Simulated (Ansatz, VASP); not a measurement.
One calculation of W, two programs

```xyz
2
Lattice="0.0000 2.7164 2.7164 2.7164 0.0000 2.7164 2.7164 2.7164 0.0000" Properties=species:S:1:pos:R:3 pbc="T T T"
W    -0.6791   -0.6791   -0.6791
W     0.6791    0.6791    0.6791
```

Change from the starting cell: volume scaled by 0.84, LAPW.

Alike in both runs: task single point; functional PBEsol; k mesh 14 × 14 × 14; occupations fermi-dirac, width 0.1 eV; no spin polarisation.

|  | VASP | Ansatz |
| --- | --- | --- |
| version | VASP 6.6.1 | Ansatz 0.2.0 |
| potentials or method | VASP PAW PBE potentials, release 64 (W_sv), cutoff 520 eV | all-electron LAPW, scalar-relativistic |

```tsv
	VASP	Ansatz	Ansatz less VASP
pressure (GPa)	33.6	31.3	-2.25
```

VASP's potentials were made for PBE, not for PBEsol. Both programs put the cell under a high pressure, so it lies far from rest at this level. Ansatz ran all-electron here, and VASP with PAW potentials.

Neither program's run includes spin-orbit coupling.
